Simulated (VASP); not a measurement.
# MgI2 (P-3m1) in VASP: a series of runs, part 2 of 2

VASP 6.6.1.

## Step 5: Single point, PBE

This run uses another cell than the first one, of 41.19 Å³/atom, 1.016 times its volume.

Contents of INCAR:

```
SYSTEM = MgI2
  PREC = Accurate
  ENCUT = 520
  EDIFF = 1E-7
  ISMEAR = 0
  SIGMA = 0.05
  LREAL = .False.
  LASPH = .True.
  NELM = 60
  ALGO = Normal
  ISIF = 2
  LWAVE = .False.
  LCHARG = .False.
  GGA = PE
  NBANDS = 15
```

Contents of KPOINTS:

```
regular mesh
0
Gamma
  6 6 4
  0 0 0
```

Contents of POSCAR:

```
MgI2
1.0
    4.2516112781      0.0000000000      0.0000000000
   -2.1258056391      3.6820033739      0.0000000000
    0.0000000000      0.0000000000      7.8941785324
Mg I
1 2
Direct
    0.0000000000      0.0000000000      0.0000000000
    0.3333333333      0.6666666667      0.7820264016
    0.6666666667      0.3333333333      0.2179735984
```

Potentials or basis: VASP PAW PBE potentials, release 64 (Mg, I).

Command:

```
$ cat potpaw_PBE.64/Mg/POTCAR potpaw_PBE.64/I/POTCAR > POTCAR
$ mpirun -np 1 vasp_std > vasp.out
```

OUTCAR:

```text
SYSTEM = MgI2
   PREC = Accurate
   ENCUT = 520
   EDIFF = 1E-7
   ISMEAR = 0
   LREAL = .False.
   LASPH = .True.
   NELM = 60
   ISIF = 2
   GGA = PE

 ion  position               nearest neighbor table
   1  0.000  0.000  0.000-   2 3.00   3 3.00   3 3.00   2 3.00   3 3.00   2 3.00
   2  0.333  0.667  0.782-   1 3.00   1 3.00   1 3.00
   3  0.667  0.333  0.218-   1 3.00   1 3.00   1 3.00

  LATTYP: Found a hexagonal cell.
 ALAT       =     4.2516112781
 C/A-ratio  =     1.8567498334

  Lattice vectors:

 A1 = (   4.2516112781,   0.0000000000,   0.0000000000)
 A2 = (  -2.1258056391,   3.6820033739,   0.0000000000)
 A3 = (   0.0000000000,   0.0000000000,   7.8941785324)

Analysis of symmetry for initial positions (statically):
[... 33 lines left out ...]
                                     Primitive cell

  volume of cell :     123.5790

  direct lattice vectors                    reciprocal lattice vectors
     4.251611278  0.000000000  0.000000000     0.235204946  0.135795639  0.000000000
    -2.125805639  3.682003374  0.000000000     0.000000000  0.271591277  0.000000000
     0.000000000  0.000000000  7.894178532     0.000000000  0.000000000  0.126675625

  length of vectors
     4.251611278  4.251611278  7.894178532     0.271591277  0.271591277  0.126675625

  position of ions in fractional coordinates (direct lattice)
     0.000000000  0.000000000  0.000000000
     0.333333333  0.666666667  0.782026402
     0.666666667  0.333333333  0.217973598

  ion indices of the primitive-cell ions
   primitive index   ion index
                 1           1
                 2           2
                 3           3

----------------------------------------------------------------------------------------

 KPOINTS: regular mesh

Automatic generation of k-mesh.
 Grid dimensions read from file:
 generate k-points for:    6    6    4

 Generating k-lattice:

  Cartesian coordinates                     Fractional coordinates (reciprocal lattice)
     0.039200824  0.022632606  0.000000000     0.166666667  0.000000000  0.000000000
     0.000000000  0.045265213  0.000000000     0.000000000  0.166666667  0.000000000
     0.000000000  0.000000000  0.031668906     0.000000000  0.000000000  0.250000000

  Length of vectors
     0.045265213  0.045265213  0.031668906

  Shift w.r.t. Gamma in fractional coordinates (k-lattice)
[... 9 lines left out ...]
  0.000000  0.000000  0.000000      1.000000
  0.166667  0.000000  0.000000      6.000000
  0.333333  0.000000  0.000000      6.000000
  0.500000  0.000000  0.000000      3.000000
  0.166667  0.166667  0.000000      6.000000
  0.333333  0.166667  0.000000     12.000000
[... 22 lines left out ...]
   dimension x,y,z NGXF=    64 NGYF=   64 NGZF=  120
   ions per type =               1   2
   NGX,Y,Z   is equivalent  to a cutoff of  12.51, 12.51, 12.64 a.u.
   NGXF,Y,Z  is equivalent  to a cutoff of  25.03, 25.03, 25.27 a.u.
 SYSTEM =  MgI2
   PREC   = accura    normal or accurate (medium, high low for compatibility)
   ISTART =      0    job   : 0-new  1-cont  2-samecut
   ICHARG =      2    charge: 1-file 2-atom 10-const
   ISPIN  =      1    spin polarized calculation?
   LNONCOLLINEAR =      F non collinear calculations
   LSORBIT =      F    spin-orbit coupling
   LASPH  =      T    aspherical Exc in radial PAW
   ENCUT  =  520.0 eV  38.22 Ry    6.18 a.u.   7.91  7.91 14.68*2*pi/ulx,y,z
   NELM   =     60;   NELMIN=  2; NELMDL= -5     # of ELM steps
   EDIFF  = 0.1E-06   stopping-criterion for ELM
   LREAL  =      F    real-space projection
   EDIFFG = 0.1E-05   stopping-criterion for IOM
   NSW    =      0    number of steps for IOM
   IBRION =     -1    ionic relax: 0-MD 1-quasi-New 2-CG
[... 14 lines left out ...]
     AMIX     =   0.40;   BMIX     =  1.00
     AMIX_MAG =   1.60;   BMIX_MAG =  1.00
  volume/ion in A,a.u.               =      41.19       277.98
  Fermi-wavevector in a.u.,A,eV,Ry     =   0.828196  1.565064  9.332359  0.685909
  Thomas-Fermi vector in A             =   1.940531
   LORBIT       =      0    0 simple, 1 ext, 2 COOP (PROOUT), +10 PAW based schemes
   GGA     = PE    functional components
[... 6 lines left out ...]
 Gauss-broadening in eV      SIGMA  =   0.05
  energy-cutoff  :      520.00
  volume of cell :      123.58
 maximum number of plane-waves:      3372
   NGX = 15   NGY = 15   NGZ = 29

 number of electron      15.9999999 magnetization

 Free energy of the ion-electron system (eV)
  ---------------------------------------------------
  ext. energy  EPLUGINS =         0.00000000
  ---------------------------------------------------
  free energy    TOTEN  =        -7.71562275 eV

  energy without entropy =       -7.71562275  energy(sigma->0) =       -7.71562275

 E-fermi :   0.9768     XC(G=0):  -7.3376

 val. band max:        0.7041763224   @ k =   0.0000   0.0000   0.0000
 cond. band min:       4.2065896204   @ k =   0.5000   0.0000   0.5000
 fundamental gap:      3.5024132980
 Fermi energy:         0.9767526925

 k-point     1 :       0.0000    0.0000    0.0000
  band No.  band energies     occupation
      1     -10.9097      2.00000
      2     -10.4531      2.00000
      3      -2.1999      2.00000
      4       0.3925      2.00000
      5       0.4576      2.00000
      6       0.4576      2.00000
      7       0.7042      2.00000
      8       0.7042      2.00000
      9       4.2220      0.00000
     10       5.5825      0.00000
     11       7.3710      0.00000
     12       7.3710      0.00000
     13       7.6746      0.00000
     14       8.8725      0.00000
     15       8.8725      0.00000

 k-point     2 :       0.1667    0.0000    0.0000
  band No.  band energies     occupation
      1     -10.7956      2.00000
      2     -10.3871      2.00000
      3      -2.0744      2.00000
      4      -0.4360      2.00000
      5      -0.0127      2.00000
      6       0.1944      2.00000
      7       0.4097      2.00000
      8       0.6389      2.00000
      9       4.9554      0.00000
     10       6.1203      0.00000
     11       6.8229      0.00000
     12       7.7235      0.00000
     13       7.8906      0.00000
     14       8.7359      0.00000
     15       9.0658      0.00000

 k-point     3 :       0.3333    0.0000    0.0000
  band No.  band energies     occupation
      1     -10.5317      2.00000
      2     -10.2636      2.00000
      3      -2.1145      2.00000
      4      -1.4998      2.00000
      5      -0.7492      2.00000
      6      -0.1877      2.00000
      7       0.2761      2.00000
      8       0.4340      2.00000
      9       4.6865      0.00000
     10       6.1024      0.00000
     11       6.8339      0.00000
     12       7.8722      0.00000
     13       7.9073      0.00000
     14       8.6431      0.00000
     15       9.5693      0.00000
[... 343 lines left out ...]
 k-point    23 :       0.3333    0.1667    0.5000
  band No.  band energies     occupation
      1     -10.3578      2.00000
      2     -10.2299      2.00000
      3      -2.2760      2.00000
      4      -1.7076      2.00000
      5      -0.8947      2.00000
      6      -0.5300      2.00000
      7       0.0013      2.00000
      8       0.2162      2.00000
      9       4.8102      0.00000
     10       6.4259      0.00000
     11       7.0083      0.00000
     12       7.5790      0.00000
     13       7.6935      0.00000
     14       9.1541      0.00000
     15       9.7247      0.00000

 k-point    24 :       0.3333    0.3333    0.5000
  band No.  band energies     occupation
      1     -10.2399      2.00000
      2     -10.2399      2.00000
      3      -2.1213      2.00000
      4      -1.5099      2.00000
      5      -1.5099      2.00000
      6      -1.0551      2.00000
      7       0.1130      2.00000
      8       0.1130      2.00000
      9       5.0785      0.00000
     10       6.6770      0.00000
     11       6.6770      0.00000
     12       8.2172      0.00000
     13       8.9336      0.00000
     14       9.0726      0.00000
     15       9.3769      0.00000

------------------------ aborting loop because EDIFF is reached ----------------------------------------

  FORCE on cell =-STRESS in cart. coord.  units (eV):
  Direction    XX          YY          ZZ          XY          YZ          ZX
  --------------------------------------------------------------------------------------
  -------------------------------------------------------------------------------------
  Total       -0.7813808     -0.7813808     -0.9823759      0.0000000      0.0000000     -0.0000000
  in kB      -10.1304473    -10.1304473    -12.7363099      0.0000000      0.0000000     -0.0000000
  external PRESSURE =     -10.9990682 kB  Pullay stress =       0.0000000 kB

 VOLUME and BASIS-vectors are now :
 -----------------------------------------------------------------------------
  energy-cutoff  :      520.00
  volume of cell :      123.58
      direct lattice vectors                 reciprocal lattice vectors
     4.251611278  0.000000000  0.000000000     0.235204946  0.135795639  0.000000000
    -2.125805639  3.682003374  0.000000000     0.000000000  0.271591277  0.000000000
     0.000000000  0.000000000  7.894178532     0.000000000  0.000000000  0.126675625

 POSITION                                       TOTAL-FORCE (eV/Angst)
 -----------------------------------------------------------------------------------
      0.00000      0.00000      0.00000        -0.000000      0.000000      0.000000
     -0.00000      2.45467      6.17346        -0.000000      0.000000      0.286837
      2.12581      1.22733      1.72072         0.000000     -0.000000     -0.286837
 -----------------------------------------------------------------------------------
    total drift:                                0.000000     -0.000000      0.000000

  FREE ENERGIE OF THE ION-ELECTRON SYSTEM (eV)
  ---------------------------------------------------
  free  energy   TOTEN  =        -7.7156227513 eV

  energy  without entropy=       -7.7156227513  energy(sigma->0) =       -7.71562275
```

OSZICAR:

```text
N       E                     dE             d eps       ncg     rms          rms(c)
DAV:   1     0.773009861429E+02    0.77301E+02   -0.55580E+03   720   0.819E+02
DAV:   2    -0.977318711603E+00   -0.78278E+02   -0.70177E+02  1003   0.125E+02
DAV:   3    -0.776254679854E+01   -0.67852E+01   -0.67539E+01   979   0.431E+01
DAV:   4    -0.791429235564E+01   -0.15175E+00   -0.15173E+00   972   0.761E+00
DAV:   5    -0.791628961028E+01   -0.19973E-02   -0.19972E-02  1009   0.855E-01    0.356E+00
DAV:   6    -0.774991458570E+01    0.16638E+00   -0.13701E-01   776   0.190E+00    0.248E+00
DAV:   7    -0.771735715721E+01    0.32557E-01   -0.12747E-01   839   0.177E+00    0.812E-01
DAV:   8    -0.771551061795E+01    0.18465E-02   -0.89027E-03   790   0.536E-01    0.274E-01
DAV:   9    -0.771563769759E+01   -0.12708E-03   -0.13467E-03   944   0.220E-01    0.949E-02
DAV:  10    -0.771561870178E+01    0.18996E-04   -0.47704E-05   923   0.456E-02    0.416E-02
DAV:  11    -0.771562216173E+01   -0.34599E-05   -0.10928E-05   902   0.220E-02    0.127E-02
DAV:  12    -0.771562242048E+01   -0.25875E-06   -0.15905E-06   958   0.748E-03    0.902E-03
DAV:  13    -0.771562302662E+01   -0.60614E-06   -0.29760E-07   804   0.336E-03    0.777E-03
DAV:  14    -0.771562281190E+01    0.21472E-06   -0.43467E-08   682   0.136E-03    0.293E-03
DAV:  15    -0.771562275130E+01    0.60601E-07   -0.10712E-08   458   0.568E-04
   1 F= -.77156228E+01 E0= -.77156228E+01  d E =-.632764E-16
```

stdout:

```text
POSCAR found type information on POSCAR MgI
 POSCAR found :  2 types and       3 ions
 scaLAPACK will be used
 LDA part: xc-table for (Slater+PW92), standard interpolation
 POSCAR, INCAR and KPOINTS ok, starting setup
 FFT: planning ... GRIDC
 FFT: planning ... GRID_SOFT
 FFT: planning ... GRID
 WAVECAR not read
 entering main loop
```

Run time: 22 s. Hardware: 1 thread of AMD EPYC 9R45 (Zen 5), shared host; peak memory 0.22 GiB.

What came out:

- Free energy: -7.7156 eV
- Pressure: -1.1 GPa
- Largest force: 0.287 eV/Å
- Band gap on the k mesh: 3.50 eV, indirect (least direct gap 3.52 eV)

Forces on the atoms (eV/Å):
```
Mg   0.000  0.000  0.000
I    0.000  0.000  0.287
I    0.000  0.000 -0.287
```

Stress tensor (GPa, compression positive):
```
-1.01  0.00  0.00
 0.00 -1.01  0.00
 0.00  0.00 -1.27
```

Caveat: spin-orbit coupling is left out, which moves the levels of the heavy elements; this functional lacks dispersion, which binds the layers, so the pressure and a relaxed spacing across them are unreliable.
